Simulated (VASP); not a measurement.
Wanted: the native input for a VASP 6.6.1 run.

```
Task                   : single point
Functional             : PBE
Potentials or basis    : VASP PAW PBE potentials, release 64 (Al, Rh_pv)
Cutoff                 : 520 eV
k mesh                 : 6 × 6 × 4
Occupations            : gaussian, width 0.1 eV
Spin                   : no spin polarisation
Dipole correction      : no
Further INCAR settings : ALGO = Normal; EDIFF = 1e-06; NBANDS = 28
```

The structure of Al3Rh2 lies in POSCAR:

```
Al3Rh2
1.0
    4.1341671611      0.0000000000      0.0000000000
   -2.0670835806      3.5802937850      0.0000000000
    0.0000000000      0.0000000000      5.2729604481
Al Rh
3 2
Direct
    0.0000000000      0.0000000000      0.7393757039
    0.0000000000      0.0000000000      0.2606242961
    0.6666666667      0.3333333333      0.0000000000
    0.6666666667      0.3333333333      0.5000000000
    0.3333333333      0.6666666667      0.0000000000
```

The input as run:

INCAR

```
SYSTEM = Al3Rh2
  PREC = Accurate
  ENCUT = 520
  EDIFF = 1E-6
  ISMEAR = 0
  SIGMA = 0.1
  LREAL = .False.
  LASPH = .True.
  NELM = 80
  ALGO = Normal
  ISIF = 2
  LWAVE = .False.
  LCHARG = .False.
  GGA = PE
  NBANDS = 28
```

KPOINTS

```
regular mesh
0
Gamma
  6 6 4
  0 0 0
```

Potentials or basis: VASP PAW PBE potentials, release 64 (Al, Rh_pv).

The run is started by

```sh
$ cat potpaw_PBE.64/Al/POTCAR potpaw_PBE.64/Rh_pv/POTCAR > POTCAR
$ mpirun -np 1 vasp_std > vasp.out
```

It gave:

```yaml
Pressure: 0.1 GPa
Largest_force: 0.013 eV/Å
```

Wall time 30 s on 1 thread of Intel(R) Xeon(R) Platinum 8488C (Sapphire Rapids), on a shared host, peak memory 0.2 GiB.
